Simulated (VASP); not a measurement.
# AlN (P6_3mc) in VASP: further runs, part 2 of 3

VASP 6.6.1. Earlier steps stand in the parts before.

### Step 3. Single point, PBEsol (volume scaled by 0.98)

Input file INCAR:

```
SYSTEM = AlN
PREC     = Accurate       ! precision mode
ENCUT    = 520            ! plane-wave cutoff, eV
EDIFF    = 1E-6           ! SCF threshold, eV
ISMEAR   = -1             ! smearing method
SIGMA    = 0.03           ! smearing width, eV
LREAL    = .False.        ! projectors in reciprocal space
LASPH    = .True.         ! aspherical terms in the spheres
NELM     = 100            ! most SCF steps
ALGO     = Normal         ! electronic algorithm
ISIF     = 2              ! what is computed and relaxed
LWAVE    = .False.        ! write WAVECAR
LCHARG   = .False.        ! write CHGCAR
GGA      = PS             ! functional
NBANDS   = 16             ! bands
```

Input file KPOINTS:

```
regular mesh
0
Gamma
  10 10 6
  0 0 0
```

Input file POSCAR:

```
AlN
1.0
    3.0901223134      0.0000000000      0.0000000000
   -1.5450611567      2.6761244242      0.0000000000
    0.0000000000      0.0000000000      4.9445895974
Al N
2 2
Direct
    0.3333333333      0.6666666667      0.0000000000
    0.6666666667      0.3333333333      0.5000000000
    0.3333333333      0.6666666667      0.3850000000
    0.6666666667      0.3333333333      0.8850000000
```

Potentials or basis: VASP PAW PBE potentials, release 64 (Al, N).

On the command line:

```sh
> cat potpaw_PBE.64/Al/POTCAR potpaw_PBE.64/N/POTCAR > POTCAR
> mpirun -np 1 vasp_std > vasp.out
```

OUTCAR:

```text
SYSTEM = AlN
   PREC = Accurate
   ENCUT = 520
   EDIFF = 1E-6
   ISMEAR = -1
   LREAL = .False.
   LASPH = .True.
   NELM = 100
   ISIF = 2
   GGA = PS

 ion  position               nearest neighbor table
   1  0.333  0.667  0.000-   4 1.87   4 1.87   4 1.87   3 1.90   2 3.05   2 3.05   2 3.05   2 3.05
                             2 3.05   2 3.05
   2  0.667  0.333  0.500-   3 1.87   3 1.87   3 1.87   4 1.90   1 3.05   1 3.05   1 3.05   1 3.05
                             1 3.05   1 3.05
   3  0.333  0.667  0.385-   2 1.87   2 1.87   2 1.87   1 1.90
   4  0.667  0.333  0.885-   1 1.87   1 1.87   1 1.87   2 1.90

  LATTYP: Found a hexagonal cell.
 ALAT       =     3.0901223134
 C/A-ratio  =     1.6001274694

  Lattice vectors:

 A1 = (   3.0901223134,   0.0000000000,   0.0000000000)
 A2 = (  -1.5450611567,   2.6761244242,   0.0000000000)
 A3 = (   0.0000000000,   0.0000000000,   4.9445895974)

Analysis of symmetry for initial positions (statically):
=====================================================================
 Subroutine PRICEL returns:
 Original cell was already a primitive cell.

 Routine SETGRP: Setting up the symmetry group for a
 hexagonal supercell.

 Subroutine GETGRP returns: Found 12 space group operations
 (whereof  6 operations were pure point group operations)
 out of a pool of 24 trial point group operations.

The static configuration has the point symmetry C_3v.
 The point group associated with its full space group is C_6v.

Analysis of symmetry for dynamics (positions and initial velocities):
=====================================================================
 Subroutine PRICEL returns:
[... 123 lines left out ...]
   TEBEG  =    0.0;   TEEND  =   0.0 temperature during run
   PSTRESS=    0.0 pullay stress
   NELECT =      16.0000    total number of electrons
   NUPDOWN=      -1.0000    fix difference up-down
   EMIN   =  10.00;   EMAX   =-10.00  energy-range for DOS
   EFERMI =   0.00;   METHOD = LEGACY
   ISMEAR =    -1;   SIGMA  =   0.03  broadening in eV -4-tet -1-fermi 0-gaus
   EFERMI_NEDOS =   21; number of points for ismear=-14 and -15
   IALGO  =     38    algorithm
   IMIX   =      4    mixing-type and parameters
     AMIX     =   0.40;   BMIX     =  1.00
     AMIX_MAG =   1.60;   BMIX_MAG =  1.00
  volume/ion in A,a.u.               =      10.22        68.98
  Fermi-wavevector in a.u.,A,eV,Ry     =   1.197413  2.262783 19.508015  1.433799
  Thomas-Fermi vector in A             =   2.333329
   LORBIT       =      0    0 simple, 1 ext, 2 COOP (PROOUT), +10 PAW based schemes
   GGA     = PS    functional components
   LHFCALC =     F    Hartree Fock is set to
   AEXX    =    0.0000 exact exchange contribution
   IVDW    =     0    specifies the selected vdW correction
   LEPSILON=     F    determine dielectric tensor
   LRPA    =     F    only Hartree local field effects (RPA)
 non-spin polarized calculation
  energy-cutoff  :      520.00
  volume of cell :       40.89
 maximum number of plane-waves:      1124
 NGX is ok and might be reduce to    24
   NGX = 11   NGY = 11   NGZ = 19

 number of electron      15.9999997 magnetization

 Free energy of the ion-electron system (eV)
  ---------------------------------------------------
  ext. energy  EPLUGINS =         0.00000000
  ---------------------------------------------------
  free energy    TOTEN  =       -31.29518916 eV

  energy without entropy =      -31.29518916  energy(sigma->0) =      -31.29518916

 E-fermi :   6.9669     XC(G=0): -11.2006

 val. band max:        6.3243124817   @ k =   0.0000   0.0000   0.0000
 cond. band min:      10.5922225462   @ k =   0.0000   0.0000   0.0000
 fundamental gap:      4.2679100645
 Fermi energy:         6.9668988938

 k-point     1 :       0.0000    0.0000    0.0000
  band No.  band energies     occupation
      1      -9.0278      2.00000
      2      -6.7759      2.00000
      3       0.1349      2.00000
      4       5.3645      2.00000
      5       5.3645      2.00000
      6       6.0250      2.00000
[... 433 lines left out ...]
      3       0.7193      2.00000
      4       1.7710      2.00000
      5       3.1364      2.00000
      6       3.9146      2.00000
[... 8 lines left out ...]
     15      18.9213      0.00000
     16      21.3203      0.00000

 [... further k-points ...]
[... 5 lines left out ...]
  --------------------------------------------------------------------------------------
  -------------------------------------------------------------------------------------
  Total        1.4443000      1.4443000      0.7957555      0.0000000      0.0000000      0.0000000
  in kB       56.5920930     56.5920930     31.1801376      0.0000000      0.0000000      0.0000000
  external PRESSURE =      48.1214412 kB  Pullay stress =       0.0000000 kB

 VOLUME and BASIS-vectors are now :
 -----------------------------------------------------------------------------
  energy-cutoff  :      520.00
  volume of cell :       40.89
      direct lattice vectors                 reciprocal lattice vectors
     3.090122313  0.000000000  0.000000000     0.323611786  0.186837352  0.000000000
    -1.545061157  2.676124424  0.000000000     0.000000000  0.373674703  0.000000000
     0.000000000  0.000000000  4.944589597     0.000000000  0.000000000  0.202241254

 POSITION                                       TOTAL-FORCE (eV/Angst)
 -----------------------------------------------------------------------------------
     -0.00000      1.78408      0.00000         0.000000      0.000000      0.178917
      1.54506      0.89204      2.47229        -0.000000     -0.000000      0.178917
     -0.00000      1.78408      1.90367        -0.000000      0.000000     -0.178917
      1.54506      0.89204      4.37596         0.000000      0.000000     -0.178917
 -----------------------------------------------------------------------------------
    total drift:                                0.000000      0.000000     -0.000320

  FREE ENERGIE OF THE ION-ELECTRON SYSTEM (eV)
  ---------------------------------------------------
  free  energy   TOTEN  =       -31.2951891624 eV

  energy  without entropy=      -31.2951891624  energy(sigma->0) =      -31.29518916
```

It took 24 s on 1 thread of Intel Xeon Platinum 8259CL at 2.50GHz (Skylake/Cascade Lake), shared host; peak memory 0.17 GiB.

Results:

| Quantity | Value |
| --- | --- |
| Free energy | -31.2952 eV |
| Pressure | 4.8 GPa |
| Largest force | 0.179 eV/Å |
| Band gap on the k mesh | 4.27 eV, direct |

Forces in eV/Å, atoms in the order of the input:
```
Al   0.000  0.000  0.179
Al   0.000  0.000  0.179
N    0.000  0.000 -0.179
N    0.000  0.000 -0.179
```

Levels at points of the mesh, in eV from the valence-band top:
| k point | band 6 | band 7 | band 8 | band 9 | band 10 | band 11 |
| --- | --- | --- | --- | --- | --- | --- |
| (0.00, 0.00, 0.00) | -0.30 | -0.30 | 0.00 | 4.27 | 6.71 | 10.67 |
| (0.50, 0.00, 0.00) | -2.21 | -1.86 | -0.77 | 5.70 | 5.71 | 8.21 |
| (0.00, 0.00, 0.50) | -0.64 | -0.64 | -0.64 | 6.54 | 6.54 | 10.34 |
| (0.50, 0.00, 0.50) | -1.57 | -1.43 | -1.43 | 5.21 | 5.21 | 9.19 |

Caveat: the PAW data sets were made with another functional, which shifts forces and pressure a little. A k mesh can miss the band edges.

### Step 4. Single point, PBEsol (volume scaled by 1.01)

Input file INCAR:

```
SYSTEM = AlN
ALGO = Normal
EDIFF = 1E-7
ENCUT = 520
GGA = PS
ISIF = 2
ISMEAR = -1
LASPH = .TRUE.
LCHARG = .FALSE.
LREAL = .FALSE.
LWAVE = .FALSE.
NBANDS = 16
NELM = 80
PREC = Accurate
SIGMA = 0.03
```

Input file KPOINTS:

```
k-points
0
G
  10 10 6
  0 0 0
```

Input file POSCAR:

```
AlN
1.0
    3.1213377828      0.0000000000      0.0000000000
   -1.5606688914      2.7031578137      0.0000000000
    0.0000000000      0.0000000000      4.9945383275
Al N
2 2
Direct
    0.3333333333      0.6666666667      0.0000000000
    0.6666666667      0.3333333333      0.5000000000
    0.3333333333      0.6666666667      0.3850000000
    0.6666666667      0.3333333333      0.8850000000
```

Potentials or basis: VASP PAW PBE potentials, release 64 (Al, N).

On the command line:

```sh
> cat potpaw_PBE.64/Al/POTCAR potpaw_PBE.64/N/POTCAR > POTCAR
> mpirun -np 1 vasp_std > vasp.out
```

OUTCAR:

```text
SYSTEM = AlN
   EDIFF = 1E-7
   ENCUT = 520
   GGA = PS
   ISIF = 2
   ISMEAR = -1
   LASPH = .TRUE.
   LREAL = .FALSE.
   NELM = 80
   PREC = Accurate

 ion  position               nearest neighbor table
   1  0.333  0.667  0.000-   4 1.89   4 1.89   4 1.89   3 1.92   2 3.08   2 3.08   2 3.08   2 3.08
                             2 3.08   2 3.08
   2  0.667  0.333  0.500-   3 1.89   3 1.89   3 1.89   4 1.92   1 3.08   1 3.08   1 3.08   1 3.08
                             1 3.08   1 3.08
   3  0.333  0.667  0.385-   2 1.89   2 1.89   2 1.89   1 1.92
   4  0.667  0.333  0.885-   1 1.89   1 1.89   1 1.89   2 1.92

  LATTYP: Found a hexagonal cell.
 ALAT       =     3.1213377828
 C/A-ratio  =     1.6001274694

  Lattice vectors:

 A1 = (   3.1213377828,   0.0000000000,   0.0000000000)
 A2 = (  -1.5606688914,   2.7031578137,   0.0000000000)
 A3 = (   0.0000000000,   0.0000000000,   4.9945383275)

Analysis of symmetry for initial positions (statically):
=====================================================================
 Subroutine PRICEL returns:
 Original cell was already a primitive cell.

 Routine SETGRP: Setting up the symmetry group for a
 hexagonal supercell.

[... 176 lines left out ...]
 fundamental gap:      4.0037429828
 Fermi energy:         6.5834164498

 k-point     1 :       0.0000    0.0000    0.0000
  band No.  band energies     occupation
      1      -9.1362      2.00000
      2      -6.9800      2.00000
      3      -0.0175      2.00000
      4       5.0865      2.00000
      5       5.0865      2.00000
      6       5.7398      2.00000
[... 433 lines left out ...]
      3       0.5408      2.00000
      4       1.5560      2.00000
      5       2.9126      2.00000
      6       3.6647      2.00000
[... 8 lines left out ...]
     15      18.3732      0.00000
     16      20.6769      0.00000

 [... further k-points ...]

------------------------ aborting loop because EDIFF is reached ----------------------------------------

  FORCE on cell =-STRESS in cart. coord.  units (eV):
  Direction    XX          YY          ZZ          XY          YZ          ZX
  --------------------------------------------------------------------------------------
  -------------------------------------------------------------------------------------
  Total       -0.2296793     -0.2296793     -0.6863488      0.0000000     -0.0000000      0.0000000
  in kB       -8.7322250     -8.7322250    -26.0944364      0.0000000     -0.0000000      0.0000000
  external PRESSURE =     -14.5196288 kB  Pullay stress =       0.0000000 kB

 VOLUME and BASIS-vectors are now :
 -----------------------------------------------------------------------------
  energy-cutoff  :      520.00
  volume of cell :       42.14
      direct lattice vectors                 reciprocal lattice vectors
     3.121337783  0.000000000  0.000000000     0.320375451  0.184968853  0.000000000
    -1.560668891  2.703157814  0.000000000     0.000000000  0.369937706  0.000000000
     0.000000000  0.000000000  4.994538327     0.000000000  0.000000000  0.200218706

 POSITION                                       TOTAL-FORCE (eV/Angst)
 -----------------------------------------------------------------------------------
     -0.00000      1.80211      0.00000        -0.000000      0.000000      0.177354
      1.56067      0.90105      2.49727         0.000000     -0.000000      0.177354
     -0.00000      1.80211      1.92290        -0.000000      0.000000     -0.177354
      1.56067      0.90105      4.42017         0.000000      0.000000     -0.177354
 -----------------------------------------------------------------------------------
    total drift:                               -0.000000      0.000000      0.000487

  FREE ENERGIE OF THE ION-ELECTRON SYSTEM (eV)
  ---------------------------------------------------
  free  energy   TOTEN  =       -31.3085294119 eV

  energy  without entropy=      -31.3085294119  energy(sigma->0) =      -31.30852941
```

stdout:

```text
POSCAR found type information on POSCAR AlN
 POSCAR found :  2 types and       4 ions
 scaLAPACK will be used
 -----------------------------------------------------------------------------
|                                                                             |
|                                                                             |
|     You enforced a specific xc type in the INCAR file but a different       |
|     I HOPE YOU KNOW WHAT YOU ARE DOING!                                     |
|                                                                             |
 -----------------------------------------------------------------------------

 LDA part: xc-table for (Slater+PW92), standard interpolation
 POSCAR, INCAR and KPOINTS ok, starting setup
 FFT: planning ... GRIDC
 FFT: planning ... GRID_SOFT
 FFT: planning ... GRID
 WAVECAR not read
 entering main loop
```

Run time: 26 s. Hardware: 1 thread of Intel Xeon Platinum 8259CL at 2.50GHz (Skylake/Cascade Lake), shared host; peak memory 0.16 GiB.

Results:

| Item | Value |
| --- | --- |
| Free energy | -31.3085 eV |
| Pressure | -1.5 GPa |
| Largest force | 0.177 eV/Å |
| Band gap on the k mesh | 4.00 eV, direct |

Forces in eV/Å, atoms in the order of the input:
```
Al   0.000  0.000  0.177
Al   0.000  0.000  0.177
N    0.000  0.000 -0.177
N    0.000  0.000 -0.177
```

Stress tensor (GPa, compression positive):
```
-0.87  0.00  0.00
 0.00 -0.87  0.00
 0.00  0.00 -2.61
```

Caveat: the PAW data sets were made with another functional, which shifts forces and pressure a little.

[end of part 2 of 3]
